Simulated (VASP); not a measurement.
# Na2TlCl3 (P-3m1) in VASP: a series of runs

The runs below take Na2TlCl3 through single point, relaxation of cell and atoms, with PBEsol.

Program: VASP 6.6.1. These are calculated values, not measurements. Logs are shortened: lines on timing, memory, paths and dates and some standing lists are left out, and cuts for length are marked.

## Step 1: The cell of the first run

The structure is trigonal, space group P-3m1 (No. 164). Conventional cell: a = 4.080 Å, b = 4.080 Å, c = 10.410 Å, α = 90.00°, β = 90.00°, γ = 120.00°. Na (site symmetry 3m) has 6 Cl at 2.82 to 2.84 Å within 3.7 Å. Tl (site symmetry -3m) has 6 Cl at 3.14 Å and 6 Tl at 4.08 Å within 4.1 Å. Cl (site symmetry 3m) has 3 Na at 2.82 Å and 3 Tl at 3.14 Å within 3.7 Å. Cl (site symmetry -3m) has 6 Na at 2.84 Å within 3.7 Å.

## Step 2: Single point, PBEsol

The input, INCAR:

```
SYSTEM = Na2TlCl3
  PREC = Accurate
  ENCUT = 520
  EDIFF = 1E-6
  ISMEAR = -1
  SIGMA = 0.03
  LREAL = .FALSE.
  LASPH = .TRUE.
  NELM = 60
  ALGO = Normal
  ISIF = 2
  LWAVE = .FALSE.
  LCHARG = .FALSE.
  GGA = PS
  NBANDS = 33
```

The input, KPOINTS:

```
regular mesh
0
G
  6 6 2
  0 0 0
```

The input, POSCAR:

```
Na2TlCl3
1.0
    4.0795558578     -0.0000000028      0.0000000000
   -2.0397779264      3.5329990104      0.0000000000
    0.0000000000      0.0000000000     10.4097812230
Na Tl Cl
2 1 3
Direct
    0.3333333333      0.6666666667      0.8483225366
    0.6666666667      0.3333333333      0.1516774634
    0.0000000000      0.0000000000      0.5000000000
    0.3333333333      0.6666666667      0.3008149225
    0.6666666667      0.3333333333      0.6991850775
    0.0000000000      0.0000000000      0.0000000000
```

Potentials or basis: VASP PAW PBE potentials, release 64 (Na_pv, Tl_d, Cl).

On the command line:

```console
$ cat potpaw_PBE.64/Na_pv/POTCAR potpaw_PBE.64/Tl_d/POTCAR potpaw_PBE.64/Cl/POTCAR > POTCAR
$ mpirun -np 1 vasp_std > vasp.out
```

OUTCAR:

```text
SYSTEM = Na2TlCl3
   PREC = Accurate
   ENCUT = 520
   EDIFF = 1E-6
   ISMEAR = -1
   LREAL = .FALSE.
   LASPH = .TRUE.
   NELM = 60
   ISIF = 2
   GGA = PS

 ion  position               nearest neighbor table
   1  0.333  0.667  0.848-
   2  0.667  0.333  0.152-
   3  0.000  0.000  0.500-   4 3.14   5 3.14   4 3.14   5 3.14   5 3.14   4 3.14
   4  0.333  0.667  0.301-   3 3.14   3 3.14   3 3.14
   5  0.667  0.333  0.699-   3 3.14   3 3.14   3 3.14
   6  0.000  0.000  0.000-

  LATTYP: Found a hexagonal cell.
 ALAT       =     4.0795558578
 C/A-ratio  =     2.5516947398

  Lattice vectors:

 A1 = (   4.0795558578,  -0.0000000028,   0.0000000000)
 A2 = (  -2.0397779264,   3.5329990104,   0.0000000000)
 A3 = (   0.0000000000,   0.0000000000,  10.4097812230)

Analysis of symmetry for initial positions (statically):
=====================================================================
 Subroutine PRICEL returns:
 Original cell was already a primitive cell.

 Routine SETGRP: Setting up the symmetry group for a
 hexagonal supercell.

 Subroutine GETGRP returns: Found 12 space group operations
 (whereof 12 operations were pure point group operations)
 out of a pool of 24 trial point group operations.

The static configuration has the point symmetry D_3d.

Analysis of symmetry for dynamics (positions and initial velocities):
=====================================================================
 Subroutine PRICEL returns:
 Original cell was already a primitive cell.

 Routine SETGRP: Setting up the symmetry group for a
 hexagonal supercell.

 Subroutine GETGRP returns: Found 12 space group operations
 (whereof 12 operations were pure point group operations)
 out of a pool of 24 trial point group operations.

The dynamic configuration has the point symmetry D_3d.

 Subroutine INISYM returns: Found 12 space group operations
 (whereof 12 operations are pure point group operations),
 and found     1 'primitive' translations

----------------------------------------------------------------------------------------

                                     Primitive cell

  volume of cell :     150.0369

  direct lattice vectors                    reciprocal lattice vectors
     4.079555858 -0.000000003  0.000000000     0.245124723  0.141522825  0.000000000
    -2.039777926  3.532999010  0.000000000     0.000000000  0.283045650  0.000000000
     0.000000000  0.000000000 10.409781223     0.000000000  0.000000000  0.096063498

  length of vectors
     4.079555858  4.079555858 10.409781223     0.283045650  0.283045650  0.096063498

  position of ions in fractional coordinates (direct lattice)
     0.333333333  0.666666667  0.848322537
     0.666666667  0.333333333  0.151677463
     0.000000000  0.000000000  0.500000000
     0.333333333  0.666666667  0.300814923
     0.666666667  0.333333333  0.699185077
     0.000000000  0.000000000  0.000000000

  ion indices of the primitive-cell ions
   primitive index   ion index
                 1           1
                 2           2
                 3           3
                 4           4
                 5           5
                 6           6

----------------------------------------------------------------------------------------

 KPOINTS: regular mesh

Automatic generation of k-mesh.
 Grid dimensions read from file:
 generate k-points for:    6    6    2

 Generating k-lattice:

  Cartesian coordinates                     Fractional coordinates (reciprocal lattice)
     0.040854121  0.023587137  0.000000000     0.166666667  0.000000000  0.000000000
     0.000000000  0.047174275  0.000000000     0.000000000  0.166666667  0.000000000
     0.000000000  0.000000000  0.048031749     0.000000000  0.000000000  0.500000000

  Length of vectors
     0.047174275  0.047174275  0.048031749

  Shift w.r.t. Gamma in fractional coordinates (k-lattice)
     0.000000000  0.000000000  0.000000000

 Subroutine IBZKPT returns following result:
 ===========================================

 Found     14 irreducible k-points:

 Following reciprocal coordinates:
            Coordinates               Weight
  0.000000  0.000000  0.000000      1.000000
  0.166667  0.000000  0.000000      6.000000
  0.333333 -0.000000  0.000000      6.000000
  0.500000  0.000000  0.000000      3.000000
  0.166667  0.166667  0.000000      6.000000
  0.333333  0.166667  0.000000     12.000000
  0.333333  0.333333  0.000000      2.000000
  0.000000  0.000000  0.500000      1.000000
  0.166667  0.000000  0.500000      6.000000
  0.333333 -0.000000  0.500000      6.000000
  0.500000  0.000000  0.500000      3.000000
  0.166667  0.166667  0.500000      6.000000
  0.333333  0.166667  0.500000     12.000000
  0.333333  0.333333  0.500000      2.000000
   k-points           NKPTS =     14   k-points in BZ     NKDIM =     14   number of bands    NBANDS=     33
   number of dos      NEDOS =    301   number of ions     NIONS =      6
   total plane-waves  NPLWV =  72000
   dimension x,y,z NGX =    30 NGY =   30 NGZ =   80
   dimension x,y,z NGXF=    60 NGYF=   60 NGZF=  160
   ions per type =               2   1   3
   NGX,Y,Z   is equivalent  to a cutoff of  12.23, 12.23, 12.78 a.u.
   NGXF,Y,Z  is equivalent  to a cutoff of  24.45, 24.45, 25.55 a.u.
 SYSTEM =  Na2TlCl3
   PREC   = accura    normal or accurate (medium, high low for compatibility)
   ISTART =      0    job   : 0-new  1-cont  2-samecut
   ICHARG =      2    charge: 1-file 2-atom 10-const
   ISPIN  =      1    spin polarized calculation?
   LNONCOLLINEAR =      F non collinear calculations
   LSORBIT =      F    spin-orbit coupling
   LASPH  =      T    aspherical Exc in radial PAW
   ENCUT  =  520.0 eV  38.22 Ry    6.18 a.u.   7.59  7.59 19.36*2*pi/ulx,y,z
   NELM   =     60;   NELMIN=  2; NELMDL= -5     # of ELM steps
   EDIFF  = 0.1E-05   stopping-criterion for ELM
   LREAL  =      F    real-space projection
   EDIFFG = 0.1E-04   stopping-criterion for IOM
   NSW    =      0    number of steps for IOM
   IBRION =     -1    ionic relax: 0-MD 1-quasi-New 2-CG
   NFREE  =      0    steps in history (QN), initial steepest desc. (CG)
   ISIF   =      2    stress and relaxation
   ISYM   =      2    0-nonsym 1-usesym 2-fastsym
   POTIM  = 0.5000    time-step for ionic-motion
   TEBEG  =    0.0;   TEEND  =   0.0 temperature during run
   PSTRESS=    0.0 pullay stress
   NELECT =      48.0000    total number of electrons
   NUPDOWN=      -1.0000    fix difference up-down
   EMIN   =  10.00;   EMAX   =-10.00  energy-range for DOS
   EFERMI =   0.00;   METHOD = LEGACY
   ISMEAR =    -1;   SIGMA  =   0.03  broadening in eV -4-tet -1-fermi 0-gaus
   EFERMI_NEDOS =   21; number of points for ismear=-14 and -15
   IALGO  =     38    algorithm
   IMIX   =      4    mixing-type and parameters
     AMIX     =   0.40;   BMIX     =  1.00
     AMIX_MAG =   1.60;   BMIX_MAG =  1.00
  volume/ion in A,a.u.               =      25.01       168.75
  Fermi-wavevector in a.u.,A,eV,Ry     =   1.119668  2.115866 17.057029  1.253656
  Thomas-Fermi vector in A             =   2.256309
   LORBIT       =      0    0 simple, 1 ext, 2 COOP (PROOUT), +10 PAW based schemes
   GGA     = PS    functional components
   LHFCALC =     F    Hartree Fock is set to
   AEXX    =    0.0000 exact exchange contribution
   IVDW    =     0    specifies the selected vdW correction
   LEPSILON=     F    determine dielectric tensor
   LRPA    =     F    only Hartree local field effects (RPA)
 non-spin polarized calculation
  energy-cutoff  :      520.00
  volume of cell :      150.04
 maximum number of plane-waves:      4077
   NGX = 15   NGY = 15   NGZ = 39

 number of electron      47.9999977 magnetization

 Free energy of the ion-electron system (eV)
  ---------------------------------------------------
  ext. energy  EPLUGINS =         0.00000000
  ---------------------------------------------------
  free energy    TOTEN  =       -20.39735287 eV

  energy without entropy =      -20.39735287  energy(sigma->0) =      -20.39735287

 E-fermi :   1.3887     XC(G=0):  -8.5658

 val. band max:        0.7463394955   @ k =   0.0000   0.0000   0.5000
 cond. band min:       4.0423143314   @ k =   0.5000   0.0000   0.5000
 fundamental gap:      3.2959748359
 Fermi energy:         1.3886896480

 k-point     1 :       0.0000    0.0000    0.0000
  band No.  band energies     occupation
      1     -20.7699      2.00000
      2     -20.7547      2.00000
      3     -20.7432      2.00000
      4     -20.7432      2.00000
      5     -20.7418      2.00000
      6     -20.7418      2.00000
[... 25 lines left out ...]
     32      10.7156      0.00000
     33      10.7892      0.00000

 k-point     2 :       0.1667    0.0000    0.0000
  band No.  band energies     occupation
      1     -20.7678      2.00000
      2     -20.7553      2.00000
      3     -20.7470      2.00000
      4     -20.7457      2.00000
      5     -20.7445      2.00000
      6     -20.7423      2.00000
[... 25 lines left out ...]
     32       9.8989      0.00000
     33      10.5045      0.00000

 k-point     3 :       0.3333   -0.0000    0.0000
  band No.  band energies     occupation
      1     -20.7642      2.00000
      2     -20.7595      2.00000
      3     -20.7536      2.00000
      4     -20.7509      2.00000
      5     -20.7467      2.00000
      6     -20.7435      2.00000
[... 25 lines left out ...]
     32       9.7373      0.00000
     33      10.0787      0.00000

 k-point     4 :       0.5000    0.0000    0.0000
  band No.  band energies     occupation
      1     -20.7655      2.00000
      2     -20.7610      2.00000
      3     -20.7554      2.00000
      4     -20.7524      2.00000
      5     -20.7477      2.00000
      6     -20.7441      2.00000
[... 313 lines left out ...]
     32       9.4642      0.00000
     33       9.6748      0.00000

 k-point    13 :       0.3333    0.1667    0.5000
  band No.  band energies     occupation
      1     -20.7631      2.00000
      2     -20.7601      2.00000
      3     -20.7550      2.00000
      4     -20.7524      2.00000
      5     -20.7493      2.00000
      6     -20.7462      2.00000
[... 25 lines left out ...]
     32       9.6028      0.00000
     33       9.9089      0.00000

 k-point    14 :       0.3333    0.3333    0.5000
  band No.  band energies     occupation
      1     -20.7593      2.00000
      2     -20.7593      2.00000
      3     -20.7580      2.00000
      4     -20.7516      2.00000
      5     -20.7516      2.00000
      6     -20.7502      2.00000
[... 25 lines left out ...]
     32       9.2083      0.00000
     33       9.9200      0.00000

------------------------ aborting loop because EDIFF is reached ----------------------------------------

  FORCE on cell =-STRESS in cart. coord.  units (eV):
  Direction    XX          YY          ZZ          XY          YZ          ZX
  --------------------------------------------------------------------------------------
  -------------------------------------------------------------------------------------
  Total       -0.0626437     -0.0626437     -0.0407801     -0.0000000      0.0000000     -0.0000000
  in kB       -0.6689443     -0.6689443     -0.4354726     -0.0000000      0.0000000     -0.0000000
  external PRESSURE =      -0.5911204 kB  Pullay stress =       0.0000000 kB

 VOLUME and BASIS-vectors are now :
 -----------------------------------------------------------------------------
  energy-cutoff  :      520.00
  volume of cell :      150.04
      direct lattice vectors                 reciprocal lattice vectors
     4.079555858 -0.000000003  0.000000000     0.245124723  0.141522825  0.000000000
    -2.039777926  3.532999010  0.000000000     0.000000000  0.283045650  0.000000000
     0.000000000  0.000000000 10.409781223     0.000000000  0.000000000  0.096063498

 POSITION                                       TOTAL-FORCE (eV/Angst)
 -----------------------------------------------------------------------------------
      0.00000      2.35533      8.83085        -0.000000     -0.000000      0.001323
      2.03978      1.17767      1.57893         0.000000      0.000000     -0.001323
      0.00000      0.00000      5.20489        -0.000000      0.000000      0.000000
      0.00000      2.35533      3.13142         0.000000      0.000000      0.005277
      2.03978      1.17767      7.27836        -0.000000     -0.000000     -0.005277
      0.00000      0.00000      0.00000        -0.000000      0.000000      0.000000
 -----------------------------------------------------------------------------------
    total drift:                                0.000000      0.000000      0.000000

  FREE ENERGIE OF THE ION-ELECTRON SYSTEM (eV)
  ---------------------------------------------------
  free  energy   TOTEN  =       -20.3973528693 eV

  energy  without entropy=      -20.3973528693  energy(sigma->0) =      -20.39735287
```

Wall time 95 s (1 thread of Oxide Virtual Turin-like, shared host); peak memory 0.24 GiB.

Results:

```
Free energy            : -20.3974 eV
Pressure               : -0.1 GPa
Largest force          : 0.005 eV/Å
Band gap on the k mesh : 3.30 eV (least direct gap 3.70 eV)
```

Forces in eV/Å, atoms in the order of the input:
```
Na   0.000  0.000  0.001
Na   0.000  0.000 -0.001
Tl   0.000  0.000  0.000
Cl   0.000  0.000  0.005
Cl   0.000  0.000 -0.005
Cl   0.000  0.000  0.000
```

Levels at points of the mesh, in eV from the valence-band top:
```tsv
k point	band 21	band 22	band 23	band 24	band 25	band 26	band 27	band 28
(0.00, 0.00, 0.00)	-1.03	-0.95	-0.95	-0.45	4.07	5.12	6.88	7.17
(0.50, 0.00, 0.00)	-1.37	-1.26	-1.22	-0.59	3.41	5.63	6.25	6.77
(0.00, 0.00, 0.50)	-1.12	-0.91	-0.91	0.00	3.70	5.47	6.98	7.16
(0.50, 0.00, 0.50)	-1.43	-1.13	-1.12	-0.44	3.30	5.52	6.23	6.97
```

Caveat: the PAW data sets were made with another functional, which shifts forces and pressure a little; spin-orbit coupling is left out, which moves the levels of the heavy elements.

(Continued in part 2 of 2.)
